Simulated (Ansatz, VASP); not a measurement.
**SnO2 in VASP and in Ansatz**

POSCAR

```
SnO2
1.0
    0.0000000000      2.5334672578      2.5334672578
    2.5334672578      0.0000000000      2.5334672578
    2.5334672578      2.5334672578      0.0000000000
Sn O
1 2
Direct
    0.0000000000      0.0000000000      0.0000000000
    0.7500000000      0.7500000000      0.7500000000
    0.2500000000      0.2500000000      0.2500000000
```

File INCAR.step1:

```
ALGO     = Normal         # electronic algorithm
EDIFF    = 1E-5           # SCF threshold, eV
ENCUT    = 910            # plane-wave cutoff, eV
GGA      = PE             # functional
GGA_COMPAT= F            
ISMEAR   = 0              # smearing method
LASPH    = T              # aspherical terms in the spheres
LCHARG   = F              # write CHGCAR
LREAL    = F              # projectors in reciprocal space
LWAVE    = T              # write WAVECAR
NBANDS   = 20             # bands
NELM     = 120            # most SCF steps
PREC     = Accurate       # precision mode
SIGMA    = 0.01           # smearing width, eV
```

File INCAR.step2:

```
ALGO     = Normal         # electronic algorithm
EDIFF    = 1E-6           # SCF threshold, eV
ENCUT    = 910            # plane-wave cutoff, eV
GGA_COMPAT= F            
ISIF     = 2              # what is computed and relaxed
ISMEAR   = 0              # smearing method
ISTART   = 1            
LASPH    = T              # aspherical terms in the spheres
LCHARG   = F              # write CHGCAR
LMIXTAU  = T            
LREAL    = F              # projectors in reciprocal space
LWAVE    = F              # write WAVECAR
METAGGA  = R2SCAN         # meta-GGA
NBANDS   = 20             # bands
NELM     = 120            # most SCF steps
PREC     = Accurate       # precision mode
SIGMA    = 0.01           # smearing width, eV
```

The input KPOINTS:

```
k-points
0
Gamma
  8 8 8
```

Input for Ansatz:

```yaml
crystal:
  lattice:
    - [0.0, 2.5334672578, 2.5334672578]
    - [2.5334672578, 0.0, 2.5334672578]
    - [2.5334672578, 2.5334672578, 0.0]
  atoms:
    - { symbol: Sn, position: [0.0, 0.0, 0.0] }
    - { symbol: O, position: [0.75, 0.75, 0.75] }
    - { symbol: O, position: [0.25, 0.25, 0.25] }
kpoints:
  mp_grid: { grid: [8, 8, 8] }
  band_path:
    path:
      - [0.0, 0.0, 0.0]
      - [0.5, 0.0, 0.5]
      - [0.625, 0.25, 0.625]
      - [0.375, 0.375, 0.75]
      - [0.5, 0.5, 0.5]
      - [0.5, 0.25, 0.75]
      - [0.25, -0.5, -0.25]
    npoints: 1
hamiltonian:
  xc: r2scan
scf:
  occupations: { method: fixed }
  n_extra_bands: 4
output:
  forces: true
  stress: true
  eigenvalues: true
```

Alike in both runs: task single point; functional r2SCAN; k mesh 8 × 8 × 8; no spin polarisation.

```csv
,VASP,Ansatz
version,VASP 6.6.1,Ansatz 0.2.0
potentials or method,"VASP PAW PBE potentials, release 64 (Sn_d, O_h)","plane waves, PAW"
plane-wave cutoff (eV),910,500
occupations,"gaussian, width 0.01 eV",fixed
valence electrons in the cell,26,26
```

Ansatz gave:

* gap on the k mesh at the Fermi level (eV): 0.84

Question: Estimate VASP's values.

Answer: gap on the k mesh at the Fermi level (eV): 0.86.

VASP's potentials were made for PBE, not for r2SCAN.

Noted on VASP's run: the cutoff is short for stress, so the pressure is rough.
